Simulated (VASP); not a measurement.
Input of a VASP 6.6.1 run:

Contents of INCAR:

```
  PREC = Accurate
  ENCUT = 520
  EDIFF = 1E-6
  ISMEAR = -1
  SIGMA = 0.05
  LREAL = False
  LASPH = True
  NELM = 100
  ALGO = Normal
  ISIF = 2
  LWAVE = False
  LCHARG = True
  GGA = PE
  LELF = True
  LVHAR = True
  NBANDS = 8
```

Contents of KPOINTS:

```
Automatic mesh
0
Gamma
  24 24 24
```

POSCAR

```
B
1.0
    0.0000000000      1.3077880098      1.3077880098
    1.3077880098      0.0000000000      1.3077880098
    1.3077880098      1.3077880098      0.0000000000
B
1
Direct
    0.0000000000      0.0000000000      0.0000000000
```

Potentials or basis: VASP PAW PBE potentials, release 64 (B).

Command:

```sh
$ cat potpaw_PBE.64/B/POTCAR > POTCAR
$ mpirun -np 1 vasp_std > vasp.out
```

Task: Predict the pressure.

Result: 123.4 GPa.
